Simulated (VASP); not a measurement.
# CuI (Pm-3m) in VASP: settings compared

Aim: see how the results for CuI move with the level of theory and the settings. Levels: LDA, PBE, r2SCAN. Tasks: single point, relaxation of cell and atoms.

Program: VASP 6.6.1. These are calculated values, not measurements. Logs are shortened: lines on timing, memory, paths and dates and some standing lists are left out, and cuts for length are marked.

## (1) The cell of the first run

The structure is cubic, space group Pm-3m (No. 221). The conventional cell has a = 3.661 Å, b = 3.661 Å, c = 3.661 Å, α = 90.00°, β = 90.00°, γ = 90.00°. Within 4.2 Å of Cu (site symmetry m-3m) lie 8 I at 3.17 Å and 6 Cu at 3.66 Å. Within 4.2 Å of I (site symmetry m-3m) lie 8 Cu at 3.17 Å and 6 I at 3.66 Å.

## (2) Single point, LDA

File INCAR:

```
ALGO = Normal ; EDIFF = 1E-7
ENCUT = 520 ; ISIF = 2
ISMEAR = -1 ; LASPH = T
LCHARG = T ; LELF = T
LREAL = F ; LVHAR = T
LWAVE = F ; NBANDS = 16
NELM = 100 ; PREC = Accurate
SIGMA = 0.02
```

File KPOINTS:

```
k-points
0
Gamma
  8 8 8
```

File POSCAR:

```
CuI
1.0
    3.6613896848      0.0000000000      0.0000000000
    0.0000000000      3.6613896848      0.0000000000
    0.0000000000      0.0000000000      3.6613896848
Cu I
1 1
Direct
    0.0000000000      0.0000000000      0.0000000000
    0.5000000000      0.5000000000      0.5000000000
```

Potentials or basis: VASP PAW LDA potentials, release 64 (Cu, I).

Launch:

```
$ cat potpaw_LDA.64/Cu/POTCAR potpaw_LDA.64/I/POTCAR > POTCAR
$ mpirun -np 1 vasp_std > vasp.out
```

OUTCAR:

```text
EDIFF = 1E-7
   ENCUT = 520
   ISIF = 2
   ISMEAR = -1
   LASPH = T
   LREAL = F
   NELM = 100
   PREC = Accurate

 ion  position               nearest neighbor table
   1  0.000  0.000  0.000-   2 3.17   2 3.17   2 3.17   2 3.17   2 3.17   2 3.17   2 3.17   2 3.17

   2  0.500  0.500  0.500-   1 3.17   1 3.17   1 3.17   1 3.17   1 3.17   1 3.17   1 3.17   1 3.17

  LATTYP: Found a simple cubic cell.
 ALAT       =     3.6613896848

  Lattice vectors:

 A1 = (   3.6613896848,   0.0000000000,   0.0000000000)
 A2 = (   0.0000000000,   3.6613896848,   0.0000000000)
 A3 = (   0.0000000000,   0.0000000000,   3.6613896848)

Analysis of symmetry for initial positions (statically):
=====================================================================
 Subroutine PRICEL returns:
 Original cell was already a primitive cell.

 Routine SETGRP: Setting up the symmetry group for a
 simple cubic supercell.

 Subroutine GETGRP returns: Found 48 space group operations
 (whereof 48 operations were pure point group operations)
 out of a pool of 48 trial point group operations.

The static configuration has the point symmetry O_h .

Analysis of symmetry for dynamics (positions and initial velocities):
=====================================================================
 Subroutine PRICEL returns:
 Original cell was already a primitive cell.

 Routine SETGRP: Setting up the symmetry group for a
 simple cubic supercell.

 Subroutine GETGRP returns: Found 48 space group operations
 (whereof 48 operations were pure point group operations)
 out of a pool of 48 trial point group operations.

The dynamic configuration has the point symmetry O_h .

 Subroutine INISYM returns: Found 48 space group operations
 (whereof 48 operations are pure point group operations),
 and found     1 'primitive' translations

----------------------------------------------------------------------------------------

                                     Primitive cell

  volume of cell :      49.0838

  direct lattice vectors                    reciprocal lattice vectors
     3.661389685  0.000000000  0.000000000     0.273120341  0.000000000  0.000000000
     0.000000000  3.661389685  0.000000000     0.000000000  0.273120341  0.000000000
     0.000000000  0.000000000  3.661389685     0.000000000  0.000000000  0.273120341

  length of vectors
     3.661389685  3.661389685  3.661389685     0.273120341  0.273120341  0.273120341

  position of ions in fractional coordinates (direct lattice)
     0.000000000  0.000000000  0.000000000
     0.500000000  0.500000000  0.500000000

  ion indices of the primitive-cell ions
   primitive index   ion index
                 1           1
                 2           2

----------------------------------------------------------------------------------------

 KPOINTS: k-points

Automatic generation of k-mesh.
 Grid dimensions read from file:
 generate k-points for:    8    8    8

 Generating k-lattice:

  Cartesian coordinates                     Fractional coordinates (reciprocal lattice)
     0.034140043  0.000000000  0.000000000     0.125000000  0.000000000  0.000000000
     0.000000000  0.034140043  0.000000000     0.000000000  0.125000000  0.000000000
     0.000000000  0.000000000  0.034140043     0.000000000  0.000000000  0.125000000

  Length of vectors
     0.034140043  0.034140043  0.034140043

  Shift w.r.t. Gamma in fractional coordinates (k-lattice)
     0.000000000  0.000000000  0.000000000

 Subroutine IBZKPT returns following result:
 ===========================================

 Found     35 irreducible k-points:

 Following reciprocal coordinates:
            Coordinates               Weight
  0.000000  0.000000  0.000000      1.000000
  0.125000  0.000000  0.000000      6.000000
  0.250000  0.000000  0.000000      6.000000
  0.375000  0.000000  0.000000      6.000000
  0.500000  0.000000  0.000000      3.000000
  0.125000  0.125000  0.000000     12.000000
[... 16 lines left out ...]
  0.375000  0.375000  0.125000     24.000000
  0.500000  0.375000  0.125000     24.000000
 [... further k-points ...]
   k-points           NKPTS =     35   k-points in BZ     NKDIM =     35   number of bands    NBANDS=     16
   number of dos      NEDOS =    301   number of ions     NIONS =      2
   total plane-waves  NPLWV =  21952
   dimension x,y,z NGX =    28 NGY =   28 NGZ =   28
   dimension x,y,z NGXF=    56 NGYF=   56 NGZF=   56
   ions per type =               1   1
   NGX,Y,Z   is equivalent  to a cutoff of  12.71, 12.71, 12.71 a.u.
   NGXF,Y,Z  is equivalent  to a cutoff of  25.43, 25.43, 25.43 a.u.
 SYSTEM =  unknown system
   PREC   = accura    normal or accurate (medium, high low for compatibility)
   ISTART =      0    job   : 0-new  1-cont  2-samecut
   ICHARG =      2    charge: 1-file 2-atom 10-const
   ISPIN  =      1    spin polarized calculation?
   LNONCOLLINEAR =      F non collinear calculations
   LSORBIT =      F    spin-orbit coupling
   LASPH  =      T    aspherical Exc in radial PAW
   ENCUT  =  520.0 eV  38.22 Ry    6.18 a.u.   6.81  6.81  6.81*2*pi/ulx,y,z
   NELM   =    100;   NELMIN=  2; NELMDL= -5     # of ELM steps
   EDIFF  = 0.1E-06   stopping-criterion for ELM
   LREAL  =      F    real-space projection
   EDIFFG = 0.1E-05   stopping-criterion for IOM
   NSW    =      0    number of steps for IOM
   IBRION =     -1    ionic relax: 0-MD 1-quasi-New 2-CG
   NFREE  =      0    steps in history (QN), initial steepest desc. (CG)
   ISIF   =      2    stress and relaxation
   ISYM   =      2    0-nonsym 1-usesym 2-fastsym
   POTIM  = 0.5000    time-step for ionic-motion
   TEBEG  =    0.0;   TEEND  =   0.0 temperature during run
   PSTRESS=    0.0 pullay stress
   NELECT =      18.0000    total number of electrons
   NUPDOWN=      -1.0000    fix difference up-down
   EMIN   =  10.00;   EMAX   =-10.00  energy-range for DOS
   EFERMI =   0.00;   METHOD = LEGACY
   ISMEAR =    -1;   SIGMA  =   0.02  broadening in eV -4-tet -1-fermi 0-gaus
   EFERMI_NEDOS =   21; number of points for ismear=-14 and -15
   IALGO  =     38    algorithm
   IMIX   =      4    mixing-type and parameters
     AMIX     =   0.40;   BMIX     =  1.00
     AMIX_MAG =   1.60;   BMIX_MAG =  1.00
  volume/ion in A,a.u.               =      24.54       165.62
  Fermi-wavevector in a.u.,A,eV,Ry     =   1.171799  2.214379 18.682328  1.373112
  Thomas-Fermi vector in A             =   2.308237
   LORBIT       =      0    0 simple, 1 ext, 2 COOP (PROOUT), +10 PAW based schemes
   GGA     = CA    functional components
   LHFCALC =     F    Hartree Fock is set to
   AEXX    =    0.0000 exact exchange contribution
   IVDW    =     0    specifies the selected vdW correction
   LEPSILON=     F    determine dielectric tensor
   LRPA    =     F    only Hartree local field effects (RPA)
 non-spin polarized calculation
  energy-cutoff  :      520.00
  volume of cell :       49.08
 maximum number of plane-waves:      1357
 NGX is ok and might be reduce to    28
   NGX = 13   NGY = 13   NGZ = 13

 number of electron      18.0000019 magnetization

 Free energy of the ion-electron system (eV)
  ---------------------------------------------------
  ext. energy  EPLUGINS =         0.00000000
  ---------------------------------------------------
  free energy    TOTEN  =        -5.36162606 eV

  energy without entropy =       -5.35998559  energy(sigma->0) =       -5.36080583

 E-fermi :   5.3441     XC(G=0): -10.1973

 val. band max:        5.3119475458   @ k =   0.5000   0.2500   0.0000
 cond. band min:       5.3618632171   @ k =   0.5000   0.3750   0.0000
 fundamental gap:      0.0499156713
 Fermi energy:         5.3440529395

 k-point     1 :       0.0000    0.0000    0.0000
  band No.  band energies     occupation
      1      -8.3954      2.00000
      2       3.3352      2.00000
      3       3.3352      2.00000
      4       3.7405      2.00000
      5       3.7405      2.00000
      6       3.7405      2.00000
[... 8 lines left out ...]
     15      15.3776      0.00000
     16      18.7582      0.00000

 k-point     2 :       0.1250    0.0000    0.0000
  band No.  band energies     occupation
      1      -8.3034      2.00000
      2       2.4322      2.00000
      3       3.3490      2.00000
      4       3.4656      2.00000
      5       3.4656      2.00000
      6       3.5476      2.00000
[... 8 lines left out ...]
     15      14.6677      0.00000
     16      18.7075      0.00000

 k-point     3 :       0.2500    0.0000    0.0000
  band No.  band energies     occupation
      1      -8.0613      2.00000
      2       0.8717      2.00000
      3       3.2432      2.00000
      4       3.2432      2.00000
      5       3.3823      2.00000
      6       3.6798      2.00000
[... 8 lines left out ...]
     15      14.8135      0.00000
     16      16.9136      0.00000

 k-point     4 :       0.3750    0.0000    0.0000
  band No.  band energies     occupation
      1      -7.7827      2.00000
      2      -0.2824      2.00000
      3       3.1128      2.00000
      4       3.1128      2.00000
      5       3.4159      2.00000
      6       3.7542      2.00000
[... 8 lines left out ...]
     15      15.5984      0.00000
     16      17.4283      0.00000
[... 324 lines left out ...]
 k-point    22 :       0.5000    0.2500    0.1250
  band No.  band energies     occupation
      1      -7.2958      2.00000
      2      -0.0109      2.00000
      3       2.1054      2.00000
      4       3.1899      2.00000
      5       3.5052      2.00000
      6       3.6541      2.00000
[... 8 lines left out ...]
     15      15.8314      0.00000
     16      16.8593      0.00000

 k-point    23 :       0.3750    0.3750    0.1250
  band No.  band energies     occupation
      1      -7.1774      2.00000
      2       0.7429      2.00000
      3       1.1178      2.00000
      4       3.2017      2.00000
      5       3.5160      2.00000
      6       3.6683      2.00000
[... 8 lines left out ...]
     15      16.7788      0.00000
     16      16.8208      0.00000

 k-point    24 :       0.5000    0.3750    0.1250
  band No.  band energies     occupation
      1      -7.0705      2.00000
      2       0.5379      2.00000
      3       1.2135      2.00000
      4       3.3370      2.00000
      5       3.4205      2.00000
      6       3.6558      2.00000
[... 8 lines left out ...]
     15      16.5878      0.00000
     16      16.9108      0.00000

 [... further k-points ...]
[... 5 lines left out ...]
  --------------------------------------------------------------------------------------
  -------------------------------------------------------------------------------------
  Total       -1.5962009     -1.5962009     -1.5962009      0.0000000     -0.0000000      0.0000000
  in kB      -52.1027068    -52.1027068    -52.1027068      0.0000000     -0.0000000      0.0000000
  external PRESSURE =     -52.1027068 kB  Pullay stress =       0.0000000 kB

 VOLUME and BASIS-vectors are now :
 -----------------------------------------------------------------------------
  energy-cutoff  :      520.00
  volume of cell :       49.08
      direct lattice vectors                 reciprocal lattice vectors
     3.661389685  0.000000000  0.000000000     0.273120341  0.000000000  0.000000000
     0.000000000  3.661389685  0.000000000     0.000000000  0.273120341  0.000000000
     0.000000000  0.000000000  3.661389685     0.000000000  0.000000000  0.273120341

 POSITION                                       TOTAL-FORCE (eV/Angst)
 -----------------------------------------------------------------------------------
      0.00000      0.00000      0.00000         0.000000      0.000000      0.000000
      1.83069      1.83069      1.83069         0.000000      0.000000      0.000000
 -----------------------------------------------------------------------------------
    total drift:                               -0.000000      0.000000     -0.000000

  FREE ENERGIE OF THE ION-ELECTRON SYSTEM (eV)
  ---------------------------------------------------
  free  energy   TOTEN  =        -5.3616260648 eV

  energy  without entropy=       -5.3599855913  energy(sigma->0) =       -5.36080583
```

It took 23 s on 1 thread of Intel Xeon Platinum 8259CL at 2.50GHz (Skylake/Cascade Lake), shared host; peak memory 0.16 GiB.

What came out:

| Quantity | Value |
| --- | --- |
| Free energy | -5.3616 eV |
| Pressure | -5.2 GPa |
| Band gap on the k mesh | zero (band 9 reaches 5.41 eV, above the bottom of band 10 at 4.86 eV) |

Caveat: spin-orbit coupling is left out, which moves the levels of the heavy elements; semilocal functionals often make such compounds metallic where correlation or magnetic order opens a gap, which also shifts bond lengths.

[end of part 1 of 2]
